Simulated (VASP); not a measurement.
# Pb (P6_3/mmc) in VASP: single point with PBE

Aim: the single point of Pb with PBE.

Everything below comes from runs of VASP 6.6.1. Logs are shortened: lines on timing, memory, paths and dates and some standing lists are left out, and cuts for length are marked.

### Step 1. The cell of the first run

The structure is hexagonal, space group P6_3/mmc (No. 194). The conventional cell has a = 4.439 Å, b = 4.439 Å, c = 7.329 Å, α = 90.00°, β = 90.00°, γ = 120.00°. Within 3.6 Å of Pb (site symmetry 3m) lie 4 Pb at 2.72 to 2.74 Å.

### Step 2. Single point, PBE (Ge replaced by Pb, lengths x 1.130, strained)

Input file INCAR:

```
  PREC = Accurate
  ENCUT = 520
  EDIFF = 1E-6
  ISMEAR = 0
  SIGMA = 0.1
  LREAL = False
  LASPH = True
  NELM = 60
  ALGO = Fast
  ISIF = 2
  LWAVE = False
  LCHARG = True
  GGA = PE
  LELF = True
  LVHAR = True
  NBANDS = 36
```

Input file KPOINTS:

```
regular mesh
0
Gamma
  6 6 4
```

Input file POSCAR:

```
Pb
1.0
    4.4392587152      0.0000000000      0.0000000000
   -2.2196293577      3.8445108214      0.0000000000
    0.0000000000      0.0000000000      7.3285095629
Pb
4
Direct
    0.6666666700      0.3333333300      0.0629012500
    0.3333333300      0.6666666700      0.5629012500
    0.6666666700      0.3333333300      0.4370987500
    0.3333333300      0.6666666700      0.9370987500
```

Potentials or basis: VASP PAW PBE potentials, release 64 (Pb_d).

Run with:

```
$ cat potpaw_PBE.64/Pb_d/POTCAR > POTCAR
$ mpirun -np 1 vasp_std > vasp.out
```

OUTCAR:

```text
PREC = Accurate
   ENCUT = 520
   EDIFF = 1E-6
   ISMEAR = 0
   LREAL = False
   LASPH = True
   NELM = 60
   ISIF = 2
   GGA = PE

 ion  position               nearest neighbor table
   1  0.667  0.333  0.063-   4 2.72   4 2.72   4 2.72   3 2.74
   2  0.333  0.667  0.563-   3 2.72   3 2.72   3 2.72   4 2.74
   3  0.667  0.333  0.437-   2 2.72   2 2.72   2 2.72   1 2.74
   4  0.333  0.667  0.937-   1 2.72   1 2.72   1 2.72   2 2.74

  LATTYP: Found a hexagonal cell.
 ALAT       =     4.4392587152
 C/A-ratio  =     1.6508408347

  Lattice vectors:

 A1 = (   4.4392587152,   0.0000000000,   0.0000000000)
 A2 = (  -2.2196293577,   3.8445108214,   0.0000000000)
 A3 = (   0.0000000000,   0.0000000000,   7.3285095629)

Analysis of symmetry for initial positions (statically):
=====================================================================
 Subroutine PRICEL returns:
 Original cell was already a primitive cell.

 Routine SETGRP: Setting up the symmetry group for a
 hexagonal supercell.

 Subroutine GETGRP returns: Found 24 space group operations
 (whereof 12 operations were pure point group operations)
 out of a pool of 24 trial point group operations.

The static configuration has the point symmetry D_3d.
 The point group associated with its full space group is D_6h.

Analysis of symmetry for dynamics (positions and initial velocities):
=====================================================================
 Subroutine PRICEL returns:
 Original cell was already a primitive cell.

 Routine SETGRP: Setting up the symmetry group for a
 hexagonal supercell.

 Subroutine GETGRP returns: Found 24 space group operations
 (whereof 12 operations were pure point group operations)
 out of a pool of 24 trial point group operations.

The dynamic configuration has the point symmetry D_3d.
 The point group associated with its full space group is D_6h.

 Subroutine INISYM returns: Found 24 space group operations
 (whereof 12 operations are pure point group operations),
 and found     1 'primitive' translations

----------------------------------------------------------------------------------------

                                     Primitive cell

  volume of cell :     125.0740

  direct lattice vectors                    reciprocal lattice vectors
     4.439258715  0.000000000  0.000000000     0.225262834  0.130055558  0.000000000
    -2.219629358  3.844510821  0.000000000     0.000000000  0.260111116  0.000000000
     0.000000000  0.000000000  7.328509563     0.000000000  0.000000000  0.136453394

  length of vectors
     4.439258715  4.439258715  7.328509563     0.260111116  0.260111116  0.136453394

  position of ions in fractional coordinates (direct lattice)
     0.666666670  0.333333330  0.062901250
     0.333333330  0.666666670  0.562901250
     0.666666670  0.333333330  0.437098750
     0.333333330  0.666666670  0.937098750

  ion indices of the primitive-cell ions
   primitive index   ion index
                 1           1
                 2           2
                 3           3
                 4           4

----------------------------------------------------------------------------------------

 KPOINTS: regular mesh

Automatic generation of k-mesh.
 Grid dimensions read from file:
 generate k-points for:    6    6    4

 Generating k-lattice:

  Cartesian coordinates                     Fractional coordinates (reciprocal lattice)
     0.037543806  0.021675926  0.000000000     0.166666667  0.000000000  0.000000000
     0.000000000  0.043351853  0.000000000     0.000000000  0.166666667  0.000000000
     0.000000000  0.000000000  0.034113348     0.000000000  0.000000000  0.250000000

  Length of vectors
     0.043351853  0.043351853  0.034113348

  Shift w.r.t. Gamma in fractional coordinates (k-lattice)
     0.000000000  0.000000000  0.000000000

 Subroutine IBZKPT returns following result:
 ===========================================

 Found     21 irreducible k-points:

 Following reciprocal coordinates:
            Coordinates               Weight
  0.000000  0.000000  0.000000      1.000000
  0.166667 -0.000000  0.000000      6.000000
  0.333333 -0.000000  0.000000      6.000000
  0.500000  0.000000  0.000000      3.000000
  0.166667  0.166667  0.000000      6.000000
  0.333333  0.166667  0.000000     12.000000
[... 13 lines left out ...]
  0.333333  0.166667  0.500000     12.000000
  0.333333  0.333333  0.500000      2.000000
   k-points           NKPTS =     21   k-points in BZ     NKDIM =     21   number of bands    NBANDS=     36
   number of dos      NEDOS =    301   number of ions     NIONS =      4
   total plane-waves  NPLWV =  72576
   dimension x,y,z NGX =    36 NGY =   36 NGZ =   56
   dimension x,y,z NGXF=    72 NGYF=   72 NGZF=  112
   ions per type =               4
   NGX,Y,Z   is equivalent  to a cutoff of  13.48, 13.48, 12.70 a.u.
   NGXF,Y,Z  is equivalent  to a cutoff of  26.96, 26.96, 25.41 a.u.
 SYSTEM =  unknown system
   PREC   = accura    normal or accurate (medium, high low for compatibility)
   ISTART =      0    job   : 0-new  1-cont  2-samecut
   ICHARG =      2    charge: 1-file 2-atom 10-const
   ISPIN  =      1    spin polarized calculation?
   LNONCOLLINEAR =      F non collinear calculations
   LSORBIT =      F    spin-orbit coupling
   LASPH  =      T    aspherical Exc in radial PAW
   ENCUT  =  520.0 eV  38.22 Ry    6.18 a.u.   8.25  8.25 13.63*2*pi/ulx,y,z
   NELM   =     60;   NELMIN=  2; NELMDL= -5     # of ELM steps
   EDIFF  = 0.1E-05   stopping-criterion for ELM
   LREAL  =      F    real-space projection
[... 7 lines left out ...]
   TEBEG  =    0.0;   TEEND  =   0.0 temperature during run
   PSTRESS=    0.0 pullay stress
   NELECT =      56.0000    total number of electrons
   NUPDOWN=      -1.0000    fix difference up-down
   EMIN   =  10.00;   EMAX   =-10.00  energy-range for DOS
   EFERMI =   0.00;   METHOD = LEGACY
   ISMEAR =     0;   SIGMA  =   0.10  broadening in eV -4-tet -1-fermi 0-gaus
   EFERMI_NEDOS =   21; number of points for ismear=-14 and -15
   IALGO  =     68    algorithm
   IMIX   =      4    mixing-type and parameters
     AMIX     =   0.40;   BMIX     =  1.00
     AMIX_MAG =   1.60;   BMIX_MAG =  1.00
  volume/ion in A,a.u.               =      31.27       211.01
  Fermi-wavevector in a.u.,A,eV,Ry     =   1.252416  2.366722 21.341345  1.568545
  Thomas-Fermi vector in A             =   2.386317
   LORBIT       =      0    0 simple, 1 ext, 2 COOP (PROOUT), +10 PAW based schemes
   GGA     = PE    functional components
   LHFCALC =     F    Hartree Fock is set to
   AEXX    =    0.0000 exact exchange contribution
   IVDW    =     0    specifies the selected vdW correction
   LEPSILON=     F    determine dielectric tensor
   LRPA    =     F    only Hartree local field effects (RPA)
 non-spin polarized calculation
 RMM-DIIS sequential band-by-band and
 Gauss-broadening in eV      SIGMA  =   0.10
  energy-cutoff  :      520.00
  volume of cell :      125.07
 maximum number of plane-waves:      3386
 NGX is ok and might be reduce to    36
   NGX = 17   NGY = 17   NGZ = 27

 number of electron      55.9999984 magnetization

 Free energy of the ion-electron system (eV)
  ---------------------------------------------------
  ext. energy  EPLUGINS =         0.00000000
  ---------------------------------------------------
  free energy    TOTEN  =       -10.81497966 eV

  energy without entropy =      -10.80721345  energy(sigma->0) =      -10.81109656

 E-fermi :   7.1428     XC(G=0):  -9.6204

 val. band max:        6.9815458120   @ k =   0.0000   0.0000   0.5000
 cond. band min:       7.1594711455   @ k =   0.3333  -0.0000   0.2500
 fundamental gap:      0.1779253335
 Fermi energy:         7.1427719221

 k-point     1 :       0.0000    0.0000    0.0000
  band No.  band energies     occupation
      1     -11.0102      2.00000
      2     -11.0102      2.00000
      3     -10.8640      2.00000
      4     -10.8640      2.00000
      5     -10.8597      2.00000
      6     -10.8453      2.00000
[... 28 lines left out ...]
     35      11.7153      0.00000
     36      11.7153      0.00000

 k-point     2 :       0.1667   -0.0000    0.0000
  band No.  band energies     occupation
      1     -11.0564      2.00000
      2     -11.0282      2.00000
      3     -10.9144      2.00000
      4     -10.8954      2.00000
      5     -10.8706      2.00000
      6     -10.7926      2.00000
[... 28 lines left out ...]
     35      12.4597      0.00000
     36      12.6118      0.00000

 k-point     3 :       0.3333   -0.0000    0.0000
  band No.  band energies     occupation
      1     -11.0781      2.00000
      2     -11.0419      2.00000
      3     -10.9807      2.00000
      4     -10.9312      2.00000
      5     -10.8485      2.00000
      6     -10.7579      2.00000
[... 28 lines left out ...]
     35      13.2882      0.00000
     36      13.3050      0.00000

 k-point     4 :       0.5000    0.0000    0.0000
  band No.  band energies     occupation
      1     -11.0528      2.00000
      2     -11.0421      2.00000
      3     -11.0292      2.00000
      4     -10.9423      2.00000
      5     -10.8106      2.00000
      6     -10.7565      2.00000
[... 28 lines left out ...]
     35      13.1532      0.00000
     36      14.0586      0.00000

 k-point     5 :       0.1667    0.1667    0.0000
  band No.  band energies     occupation
      1     -11.0713      2.00000
      2     -11.0649      2.00000
      3     -10.9543      2.00000
      4     -10.9494      2.00000
      5     -10.8308      2.00000
      6     -10.7549      2.00000
[... 538 lines left out ...]
 k-point    19 :       0.1667    0.1667    0.5000
  band No.  band energies     occupation
      1     -11.0114      2.00000
      2     -11.0114      2.00000
      3     -10.9764      2.00000
      4     -10.9764      2.00000
      5     -10.8258      2.00000
      6     -10.8258      2.00000
[... 28 lines left out ...]
     35      12.4606      0.00000
     36      12.4606      0.00000

 k-point    20 :       0.3333    0.1667    0.5000
  band No.  band energies     occupation
      1     -11.0400      2.00000
      2     -11.0400      2.00000
      3     -10.9702      2.00000
      4     -10.9702      2.00000
      5     -10.7998      2.00000
      6     -10.7998      2.00000
[... 28 lines left out ...]
     35      13.3621      0.00000
     36      13.3621      0.00000

 k-point    21 :       0.3333    0.3333    0.5000
  band No.  band energies     occupation
      1     -11.0702      2.00000
      2     -11.0702      2.00000
      3     -10.9699      2.00000
      4     -10.9699      2.00000
      5     -10.7789      2.00000
      6     -10.7789      2.00000
[... 28 lines left out ...]
     35      12.8670      0.00000
     36      12.8670      0.00000

------------------------ aborting loop because EDIFF is reached ----------------------------------------

  FORCE on cell =-STRESS in cart. coord.  units (eV):
  Direction    XX          YY          ZZ          XY          YZ          ZX
  --------------------------------------------------------------------------------------
  -------------------------------------------------------------------------------------
  Total       15.4330583     15.4330583     14.5828034     -0.0000000     -0.0000000      0.0000000
  in kB      197.6948590    197.6948590    186.8032388     -0.0000000     -0.0000000      0.0000000
  external PRESSURE =     194.0643190 kB  Pullay stress =       0.0000000 kB

 VOLUME and BASIS-vectors are now :
 -----------------------------------------------------------------------------
  energy-cutoff  :      520.00
  volume of cell :      125.07
      direct lattice vectors                 reciprocal lattice vectors
     4.439258715  0.000000000  0.000000000     0.225262834  0.130055558  0.000000000
    -2.219629358  3.844510821  0.000000000     0.000000000  0.260111116  0.000000000
     0.000000000  0.000000000  7.328509563     0.000000000  0.000000000  0.136453394

 POSITION                                       TOTAL-FORCE (eV/Angst)
 -----------------------------------------------------------------------------------
      2.21963      1.28150      0.46097        -0.000000      0.000000      0.136229
     -0.00000      2.56301      4.12523         0.000000      0.000000      0.136229
      2.21963      1.28150      3.20328        -0.000000     -0.000000     -0.136229
     -0.00000      2.56301      6.86754         0.000000      0.000000     -0.136229
 -----------------------------------------------------------------------------------
    total drift:                                0.000011     -0.000006      0.000005

  FREE ENERGIE OF THE ION-ELECTRON SYSTEM (eV)
  ---------------------------------------------------
  free  energy   TOTEN  =       -10.8149796580 eV

  energy  without entropy=      -10.8072134524  energy(sigma->0) =      -10.81109656
```

It took 1.7 min on 1 thread of AMD EPYC 7R43 (Zen 3), shared host; peak memory 0.24 GiB.

Results:

```yaml
Free_energy: -10.8150 eV
Pressure: 19.4 GPa
Largest_force: 0.136 eV/Å
Band_gap_on_the_k_mesh: zero (band 28 reaches 7.54 eV, above the bottom of band 29 at 6.98 eV)
```

Forces in eV/Å, atoms in the order of the input:
```
Pb   0.000  0.000  0.136
Pb   0.000  0.000  0.136
Pb   0.000  0.000 -0.136
Pb   0.000  0.000 -0.136
```

Caveat: the cell differs from its parent crystal (Ge replaced by Pb, lengths x 1.130, strained); spin-orbit coupling is left out, which moves the levels of the heavy elements.
